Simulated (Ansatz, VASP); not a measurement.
FeSi: VASP beside Ansatz

```
Fe Si
1.0
     4.38000    0.00000    0.00000
     0.00000    4.38000    0.00000
     0.00000    0.00000    4.38000
Fe Si
4 4
Direct
  0.13792 0.13792 0.13792
  0.36208 0.86208 0.63792
  0.63792 0.36208 0.86208
  0.86208 0.63792 0.36208
  0.84158 0.84158 0.84158
  0.65842 0.15842 0.34158
  0.34158 0.65842 0.15842
  0.15842 0.34158 0.65842
```

Alike in both runs: functional PBE; k mesh 8 × 8 × 8; no spin polarisation.

Ansatz relaxed the structure, and its values are those at the end. VASP's run is a single point on that final structure, the one shown.

|  | VASP | Ansatz |
| --- | --- | --- |
| version | VASP 6.6.1 | Ansatz 0.2.0 |
| potentials or method | VASP PAW PBE potentials, release 64 (Fe, Si) | scalar-relativistic, plane waves, PAW |
| plane-wave cutoff (eV) | 520 | 420 |
| occupations | gaussian, width 0.01 eV | fixed |
| valence electrons in the cell | 48 | 80 |

```csv
,VASP,Ansatz,Ansatz less VASP
gap on the k mesh at the Fermi level (eV),0.16,0.16,+0.006
least direct gap on the mesh (eV),0.17,0.18,+0.005
pressure (GPa),11.5,11.2,-0.26
rms of the force components (eV/Å),0.017,0.001,-0.0152
```

VASP's potentials hold 48 valence electrons a cell and Ansatz's 80, so a difference there can come from the potentials and not from the codes. Ansatz's warnings: stress scf threshold loose.
